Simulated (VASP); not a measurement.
# Al (P6_3/mmc) in VASP: a series of runs

Runs on Al. Level: r2SCAN+rVV10. Tasks: single point.

Everything below comes from runs of VASP 6.6.1. Logs are shortened: lines on timing, memory, paths and dates and some standing lists are left out, and cuts for length are marked.

## (1) The cell of the first run

Symmetry: P6_3/mmc, No. 194, hexagonal system. Conventional cell: a = 2.863 Å, b = 2.863 Å, c = 4.676 Å, α = 90.00°, β = 90.00°, γ = 120.00°. Al (site symmetry -6m2) has 12 Al at 2.86 Å within 3.8 Å.

## (2) Single point, r2SCAN+rVV10

File POSCAR:

```
Al
1.0
    2.8633495052      0.0000000000      0.0000000000
   -1.4316747526      2.4797334114      0.0000000000
    0.0000000000      0.0000000000      4.6758497419
Al
2
Direct
    0.3333333333      0.6666666667      0.2500000000
    0.6666666667      0.3333333333      0.7500000000
```

File INCAR.step1:

```
SYSTEM = Al
PREC     = Accurate       ! precision mode
ENCUT    = 550            ! plane-wave cutoff, eV
ISMEAR   = 0              ! smearing method
SIGMA    = 0.1            ! smearing width, eV
LREAL    = .FALSE.        ! projectors in reciprocal space
LASPH    = .TRUE.         ! aspherical terms in the spheres
NELM     = 120            ! most SCF steps
NBANDS   = 10             ! bands
GGA      = PE             ! functional
ALGO     = Normal         ! electronic algorithm
EDIFF    = 1E-5           ! SCF threshold, eV
LWAVE    = .TRUE.         ! write WAVECAR
LCHARG   = .FALSE.        ! write CHGCAR
GGA_COMPAT= .FALSE.
```

File INCAR.step2:

```
SYSTEM = Al
PREC     = Accurate       ! precision mode
ENCUT    = 550            ! plane-wave cutoff, eV
EDIFF    = 1E-6           ! SCF threshold, eV
ISMEAR   = 0              ! smearing method
SIGMA    = 0.1            ! smearing width, eV
LREAL    = .FALSE.        ! projectors in reciprocal space
LASPH    = .TRUE.         ! aspherical terms in the spheres
NELM     = 120            ! most SCF steps
ALGO     = Normal         ! electronic algorithm
ISIF     = 2              ! what is computed and relaxed
LWAVE    = .FALSE.        ! write WAVECAR
LCHARG   = .FALSE.        ! write CHGCAR
METAGGA  = R2SCAN         ! meta-GGA
LMIXTAU  = .TRUE.       
LUSE_VDW = .TRUE.       
IVDW_NL  = 2            
BPARAM   = 11.95        
CPARAM   = 0.0093       
NBANDS   = 10             ! bands
ISTART   = 1            
GGA_COMPAT= .FALSE.
```

File KPOINTS:

```
regular mesh
0
G
  9 9 4
  0 0 0
```

Potentials or basis: VASP PAW PBE potentials, release 64 (Al).

Run with:

```console
cat potpaw_PBE.64/Al/POTCAR > POTCAR
cp INCAR.step1 INCAR
mpirun -np 1 vasp_std > vasp.out
cp INCAR.step2 INCAR
mpirun -np 1 vasp_std > vasp.out
```

OUTCAR:

```text
SYSTEM = Al
   PREC = Accurate
   ENCUT = 550
   EDIFF = 1E-6
   ISMEAR = 0
   LREAL = .FALSE.
   LASPH = .TRUE.
   NELM = 120
   ISIF = 2
   METAGGA = R2SCAN
   IVDW_NL = 2
   BPARAM = 11.95
   ISTART = 1

 ion  position               nearest neighbor table
   1  0.333  0.667  0.250-   2 2.86   2 2.86   2 2.86   2 2.86   2 2.86   2 2.86
   2  0.667  0.333  0.750-   1 2.86   1 2.86   1 2.86   1 2.86   1 2.86   1 2.86

  LATTYP: Found a hexagonal cell.
 ALAT       =     2.8633495052
 C/A-ratio  =     1.6330000000

  Lattice vectors:

 A1 = (   2.8633495052,   0.0000000000,   0.0000000000)
 A2 = (  -1.4316747526,   2.4797334114,   0.0000000000)
 A3 = (   0.0000000000,   0.0000000000,   4.6758497419)

Analysis of symmetry for initial positions (statically):
=====================================================================
 Subroutine PRICEL returns:
 Original cell was already a primitive cell.

 Routine SETGRP: Setting up the symmetry group for a
 hexagonal supercell.

 Subroutine GETGRP returns: Found 24 space group operations
 (whereof 12 operations were pure point group operations)
 out of a pool of 24 trial point group operations.

The static configuration has the point symmetry D_3d.
 The point group associated with its full space group is D_6h.

Analysis of symmetry for dynamics (positions and initial velocities):
=====================================================================
 Subroutine PRICEL returns:
 Original cell was already a primitive cell.

 Routine SETGRP: Setting up the symmetry group for a
 hexagonal supercell.

 Subroutine GETGRP returns: Found 24 space group operations
 (whereof 12 operations were pure point group operations)
 out of a pool of 24 trial point group operations.

The dynamic configuration has the point symmetry D_3d.
 The point group associated with its full space group is D_6h.

 Subroutine INISYM returns: Found 24 space group operations
 (whereof 12 operations are pure point group operations),
 and found     1 'primitive' translations

----------------------------------------------------------------------------------------

                                     Primitive cell

  volume of cell :      33.2001

  direct lattice vectors                    reciprocal lattice vectors
     2.863349505  0.000000000  0.000000000     0.349241334  0.201634578  0.000000000
    -1.431674753  2.479733411  0.000000000     0.000000000  0.403269156  0.000000000
     0.000000000  0.000000000  4.675849742     0.000000000  0.000000000  0.213864871

  length of vectors
     2.863349505  2.863349505  4.675849742     0.403269156  0.403269156  0.213864871

  position of ions in fractional coordinates (direct lattice)
     0.333333333  0.666666667  0.250000000
     0.666666667  0.333333333  0.750000000

  ion indices of the primitive-cell ions
   primitive index   ion index
                 1           1
                 2           2

----------------------------------------------------------------------------------------

 KPOINTS: regular mesh

Automatic generation of k-mesh.
 Grid dimensions read from file:
 generate k-points for:    9    9    4

 Generating k-lattice:

  Cartesian coordinates                     Fractional coordinates (reciprocal lattice)
     0.038804593  0.022403842  0.000000000     0.111111111 -0.000000000  0.000000000
     0.000000000  0.044807684  0.000000000     0.000000000  0.111111111  0.000000000
     0.000000000  0.000000000  0.053466218     0.000000000  0.000000000  0.250000000

  Length of vectors
     0.044807684  0.044807684  0.053466218

  Shift w.r.t. Gamma in fractional coordinates (k-lattice)
     0.000000000  0.000000000  0.000000000

 Subroutine IBZKPT returns following result:
 ===========================================

 Found     36 irreducible k-points:

 Following reciprocal coordinates:
            Coordinates               Weight
  0.000000  0.000000  0.000000      1.000000
  0.111111 -0.000000  0.000000      6.000000
  0.222222  0.000000  0.000000      6.000000
  0.333333  0.000000  0.000000      6.000000
  0.444444  0.000000  0.000000      6.000000
  0.111111  0.111111  0.000000      6.000000
[... 16 lines left out ...]
  0.333333  0.222222  0.250000     24.000000
  0.333333  0.333333  0.250000      4.000000
 [... further k-points ...]
   k-points           NKPTS =     36   k-points in BZ     NKDIM =     36   number of bands    NBANDS=     10
   number of dos      NEDOS =    301   number of ions     NIONS =      2
   total plane-waves  NPLWV =  20736
   dimension x,y,z NGX =    24 NGY =   24 NGZ =   36
   dimension x,y,z NGXF=    48 NGYF=   48 NGZF=   72
   ions per type =               2
   NGX,Y,Z   is equivalent  to a cutoff of  13.93, 13.93, 12.80 a.u.
   NGXF,Y,Z  is equivalent  to a cutoff of  27.87, 27.87, 25.60 a.u.
 SYSTEM =  Al
   PREC   = accura    normal or accurate (medium, high low for compatibility)
   ISTART =      1    job   : 0-new  1-cont  2-samecut
   ICHARG =      0    charge: 1-file 2-atom 10-const
   ISPIN  =      1    spin polarized calculation?
   LNONCOLLINEAR =      F non collinear calculations
   LSORBIT =      F    spin-orbit coupling
   LASPH  =      T    aspherical Exc in radial PAW
   ENCUT  =  550.0 eV  40.42 Ry    6.36 a.u.   5.48  5.48  8.94*2*pi/ulx,y,z
   NELM   =    120;   NELMIN=  2; NELMDL=  0     # of ELM steps
   EDIFF  = 0.1E-05   stopping-criterion for ELM
   LREAL  =      F    real-space projection
   EDIFFG = 0.1E-04   stopping-criterion for IOM
   NSW    =      0    number of steps for IOM
   IBRION =     -1    ionic relax: 0-MD 1-quasi-New 2-CG
   NFREE  =      0    steps in history (QN), initial steepest desc. (CG)
   ISIF   =      2    stress and relaxation
   ISYM   =      2    0-nonsym 1-usesym 2-fastsym
   POTIM  = 0.5000    time-step for ionic-motion
   TEBEG  =    0.0;   TEEND  =   0.0 temperature during run
   PSTRESS=    0.0 pullay stress
   NELECT =       6.0000    total number of electrons
   NUPDOWN=      -1.0000    fix difference up-down
   EMIN   =  10.00;   EMAX   =-10.00  energy-range for DOS
   EFERMI =   0.00;   METHOD = LEGACY
   ISMEAR =     0;   SIGMA  =   0.10  broadening in eV -4-tet -1-fermi 0-gaus
   EFERMI_NEDOS =   21; number of points for ismear=-14 and -15
   IALGO  =     38    algorithm
   IMIX   =      4    mixing-type and parameters
     AMIX     =   0.40;   BMIX     =  1.00
     AMIX_MAG =   1.60;   BMIX_MAG =  1.00
  volume/ion in A,a.u.               =      16.60       112.02
  Fermi-wavevector in a.u.,A,eV,Ry     =   0.925576  1.749084 11.655980  0.856690
  Thomas-Fermi vector in A             =   2.051445
   LORBIT       =      0    0 simple, 1 ext, 2 COOP (PROOUT), +10 PAW based schemes
   METAGGA = R2SCAN    functional components
   LHFCALC =     F    Hartree Fock is set to
   AEXX    =    0.0000 exact exchange contribution
   IVDW_NL    =     2    kernel type
   BPARAM     =11.9500
   IVDW    =     0    specifies the selected vdW correction
   LEPSILON=     F    determine dielectric tensor
   LRPA    =     F    only Hartree local field effects (RPA)
 non-spin polarized calculation
 Gauss-broadening in eV      SIGMA  =   0.10
  energy-cutoff  :      550.00
  volume of cell :       33.20
 maximum number of plane-waves:      1002
 NGX is ok and might be reduce to    24
   NGX = 11   NGY = 11   NGZ = 17

 number of electron       6.0000000 magnetization

 Free energy of the ion-electron system (eV)
  ---------------------------------------------------
  ext. energy  EPLUGINS =         0.00000000
  ---------------------------------------------------
  free energy    TOTEN  =       -13.22512753 eV

  energy without entropy =      -13.22096423  energy(sigma->0) =      -13.22304588

 E-fermi :   7.8537     XC(G=0): -10.9004

 val. band max:        7.7669726202   @ k =   0.3333   0.2222   0.2500
 cond. band min:       7.8863678981   @ k =   0.1111   0.1111   0.2500
 fundamental gap:      0.1193952779
 Fermi energy:         7.8536770965

 k-point     1 :       0.0000    0.0000    0.0000
  band No.  band energies     occupation
      1      -3.8605      2.00000
      2       2.9662      2.00000
      3       3.4188      2.00000
      4      19.2251      0.00000
      5      19.2251      0.00000
      6      19.5608      0.00000
      7      19.5608      0.00000
      8      20.7028      0.00000
      9      22.8676      0.00000
     10      23.2948      0.00000

 k-point     2 :       0.1111   -0.0000    0.0000
  band No.  band energies     occupation
      1      -3.5445      2.00000
      2       3.2615      2.00000
      3       3.7230      2.00000
      4      15.3594      0.00000
      5      17.2223      0.00000
      6      18.6100      0.00000
      7      21.3491      0.00000
      8      21.5306      0.00000
      9      22.0452      0.00000
     10      22.7050      0.00000

 k-point     3 :       0.2222    0.0000    0.0000
  band No.  band energies     occupation
      1      -2.6009      2.00000
      2       4.1472      2.00000
      3       4.6152      2.00000
      4      11.1255      0.00000
      5      15.6038      0.00000
      6      16.5155      0.00000
      7      17.4245      0.00000
      8      18.5114      0.00000
      9      21.6521      0.00000
     10      21.8673      0.00000

 k-point     4 :       0.3333    0.0000    0.0000
  band No.  band energies     occupation
      1      -1.0421      2.00000
      2       5.6213      2.00000
      3       5.8431      2.00000
      4       7.5791      1.99990
      5      13.6560      0.00000
      6      13.7662      0.00000
      7      14.5266      0.00000
      8      16.6944      0.00000
      9      20.6886      0.00000
     10      20.7218      0.00000
[... 222 lines left out ...]
 k-point    22 :       0.2222    0.2222    0.2500
  band No.  band energies     occupation
      1       0.3224      2.00000
      2       3.7508      2.00000
      3       8.3834      0.00000
      4       8.4297      0.00000
      5      10.4963      0.00000
      6      11.9241      0.00000
      7      12.5150      0.00000
      8      18.3945      0.00000
      9      18.7032      0.00000
     10      20.7228      0.00000

 k-point    23 :       0.3333    0.2222    0.2500
  band No.  band energies     occupation
      1       2.4475      2.00000
      2       4.9579      2.00000
      3       6.0606      2.00000
      4       7.7670      1.77987
      5       8.8413      0.00000
      6      11.1591      0.00000
      7      13.1909      0.00000
      8      15.5862      0.00000
      9      18.0535      0.00000
     10      22.3548      0.00000

 k-point    24 :       0.3333    0.3333    0.2500
  band No.  band energies     occupation
      1       4.7417      2.00000
      2       4.7417      2.00000
      3       4.9262      2.00000
      4       8.2917      0.00000
      5       8.5051      0.00000
      6       8.5051      0.00000
      7      15.2759      0.00000
      8      15.3093      0.00000
      9      15.3093      0.00000
     10      24.5481      0.00000

 [... further k-points ...]

------------------------ aborting loop because EDIFF is reached ----------------------------------------

  FORCE on cell =-STRESS in cart. coord.  units (eV):
  Direction    XX          YY          ZZ          XY          YZ          ZX
  --------------------------------------------------------------------------------------
  -------------------------------------------------------------------------------------
  Total       -0.5165692     -0.5165692     -0.9434572      0.0000000      0.0000000      0.0000000
  in kB      -24.9286745    -24.9286745    -45.5294992      0.0000000      0.0000000      0.0000000
  external PRESSURE =     -31.7956161 kB  Pullay stress =       0.0000000 kB

 VOLUME and BASIS-vectors are now :
 -----------------------------------------------------------------------------
  energy-cutoff  :      550.00
  volume of cell :       33.20
      direct lattice vectors                 reciprocal lattice vectors
     2.863349505  0.000000000  0.000000000     0.349241334  0.201634578  0.000000000
    -1.431674753  2.479733411  0.000000000     0.000000000  0.403269156  0.000000000
     0.000000000  0.000000000  4.675849742     0.000000000  0.000000000  0.213864871

 POSITION                                       TOTAL-FORCE (eV/Angst)
 -----------------------------------------------------------------------------------
     -0.00000      1.65316      1.16896        -0.000000      0.000000      0.000000
      1.43167      0.82658      3.50689         0.000000     -0.000000      0.000000
 -----------------------------------------------------------------------------------
    total drift:                                0.000000     -0.000000      0.000000

  FREE ENERGIE OF THE ION-ELECTRON SYSTEM (eV)
  ---------------------------------------------------
  free  energy   TOTEN  =       -13.2251275325 eV

  energy  without entropy=      -13.2209642285  energy(sigma->0) =      -13.22304588
```

Run time: 29 s. Hardware: 1 thread of Intel Xeon 6975P-C (Granite Rapids), shared host; peak memory 0.25 GiB.

What came out:

| Item | Value |
| --- | --- |
| Free energy | -13.2251 eV |
| Pressure | -3.2 GPa |
| Band gap on the k mesh | zero (band 3 reaches 12.29 eV, above the bottom of band 4 at 4.83 eV) |

Stress tensor (GPa, compression positive):
```
-2.49  0.00  0.00
 0.00 -2.49  0.00
 0.00  0.00 -4.55
```

Caveat: the PAW data sets were made with another functional, which shifts forces and pressure a little.

## (3) Single point, r2SCAN+rVV10

This run uses another cell than the first one, of 15.95 Å³/atom, 0.961 times its volume.

File POSCAR:

```
Al
1.0
    2.8320901891      0.0000000000      0.0000000000
   -1.4160450945      2.4526620495      0.0000000000
    0.0000000000      0.0000000000      4.5918157958
Al
2
Direct
    0.3333333333      0.6666666667      0.2500000000
    0.6666666667      0.3333333333      0.7500000000
```

File INCAR.step1:

```
ALGO = Normal
EDIFF = 1E-5
ENCUT = 550
GGA = PE
GGA_COMPAT = False
ISMEAR = 0
LASPH = True
LCHARG = False
LREAL = False
LWAVE = True
NBANDS = 10
NELM = 120
PREC = Accurate
SIGMA = 0.1
```

File INCAR.step2:

```
ALGO = Normal
BPARAM = 11.95
CPARAM = 0.0093
EDIFF = 1E-6
ENCUT = 550
GGA_COMPAT = False
ISIF = 2
ISMEAR = 0
ISTART = 1
IVDW_NL = 2
LASPH = True
LCHARG = True
LELF = True
LMIXTAU = True
LREAL = False
LUSE_VDW = True
LVHAR = True
LWAVE = False
METAGGA = R2SCAN
NBANDS = 10
NELM = 120
PREC = Accurate
SIGMA = 0.1
```

File KPOINTS:

```
k-points
0
Gamma
  18 18 10
```

Potentials or basis: VASP PAW PBE potentials, release 64 (Al).

Run with:

```console
cat potpaw_PBE.64/Al/POTCAR > POTCAR
cp INCAR.step1 INCAR
mpirun -np 1 vasp_std > vasp.out
cp INCAR.step2 INCAR
mpirun -np 1 vasp_std > vasp.out
```

It took 87 s on 1 thread of Intel Xeon 6975P-C (Granite Rapids), shared host; peak memory 0.29 GiB.

Results (log left out):

```
Free energy            : -13.2654 eV
Pressure               : -0.3 GPa
Band gap on the k mesh : zero (band 3 reaches 12.92 eV, above the bottom of band 4 at 4.96 eV)
```

Levels at points of the mesh, in eV from the Fermi level:
| k point | band 1 | band 2 | band 3 | band 4 | band 5 | band 6 | band 7 |
| --- | --- | --- | --- | --- | --- | --- | --- |
| (0.00, 0.00, 0.00) | -12.10 | -5.11 | -4.51 | 11.49 | 11.49 | 11.73 | 11.73 |
| (0.50, 0.00, 0.00) | -5.74 | -5.71 | 0.60 | 1.41 | 1.41 | 2.10 | 6.07 |
| (0.00, 0.00, 0.50) | -10.25 | -10.25 | 3.87 | 3.87 | 12.64 | 12.64 | 12.64 |
| (0.50, 0.00, 0.50) | -4.38 | -4.38 | -3.42 | -3.42 | 7.65 | 7.65 | 8.04 |

Caveat: the PAW data sets were made with another functional, which shifts forces and pressure a little.
